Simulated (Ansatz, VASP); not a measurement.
**One calculation of MoS2, two programs**

File INCAR:

```
PREC     = Accurate       # precision mode
ENCUT    = 520            # plane-wave cutoff, eV
EDIFF    = 1E-6           # SCF threshold, eV
ISMEAR   = 0              # smearing method
SIGMA    = 0.15           # smearing width, eV
LREAL    = False          # projectors in reciprocal space
LASPH    = True           # aspherical terms in the spheres
NELM     = 60             # most SCF steps
ALGO     = Normal         # electronic algorithm
ISIF     = 2              # what is computed and relaxed
LWAVE    = False          # write WAVECAR
LCHARG   = False          # write CHGCAR
GGA      = PS             # functional
IVDW     = 12             # dispersion correction
NBANDS   = 20             # bands
```

KPOINTS

```
Automatic mesh
0
Gamma
  15 15 15
```

Contents of POSCAR:

```
MoS2
1.0
    1.5399048573      0.8890644839      5.7970502989
   -1.5399048573      0.8890644839      5.7970502989
    0.0000000000     -1.7781289678      5.7970502989
Mo S
1 2
Direct
    0.0066771515      0.0066771515     -0.0133543030
    0.7492359921      0.7492359921      0.7792113207
    0.2307804555      0.2307804555      0.2607557841
```

Input for Ansatz:

```yaml
crystal:
  lattice:
    - [1.5399048573, 0.8890644839, 5.7970502989]
    - [-1.5399048573, 0.8890644839, 5.7970502989]
    - [0.0, -1.7781289678, 5.7970502989]
  atoms:
    - { symbol: Mo, position: [0.0066771515, 0.0066771515, -0.013354303] }
    - { symbol: S, position: [0.7492359921, 0.7492359921, 0.7792113207] }
    - { symbol: S, position: [0.2307804555, 0.2307804555, 0.2607557841] }
basis:
  ecutwfc: 420
kpoints:
  mp_grid: { grid: [15, 15, 15] }
hamiltonian:
  xc: pbesol
  pseudopotentials: { kind: paw, azcp: { folder: soft_1 } }
  dispersion: d3bj
scf:
  occupations: { method: gaussian, width: 0.15 }
output:
  forces: true
  stress: true
  eigenvalues: true
```

Change from the starting cell: mode 4 frozen in at +0.000 Å and mode 5 at -0.053 Å (largest displacements).

Alike in both runs: task single point; functional PBEsol; dispersion D3(BJ); k mesh 15 × 15 × 15; occupations gaussian, width 0.15 eV; no spin polarisation.

```csv
,VASP,Ansatz
version,VASP 6.6.1,Ansatz 0.2.0
potentials or method,"VASP PAW PBE potentials, release 64 (Mo_sv, S), cutoff 520 eV","scalar-relativistic, plane waves, PAW"
valence electrons in the cell,26,26
```

|  | VASP | Ansatz | Ansatz less VASP |
| --- | --- | --- | --- |
| gap on the k mesh at the Fermi level (eV) | none | none | - |
| pressure (GPa) | 0.5 | 0.4 | -0.03 |
| traceless stress, the component that is largest in VASP (GPa) | 0.44 | 0.46 | +0.015 |
| rms of the force components (eV/Å) | 0.338 | 0.339 | +0.0011 |

VASP's potentials were made for PBE, not for PBEsol, and Ansatz warns of the same on its side. Atom by atom the forces differ by 0.002 eV/Å (rms over components). A gap of «none» marks a metal or a gap that the smearing closes.
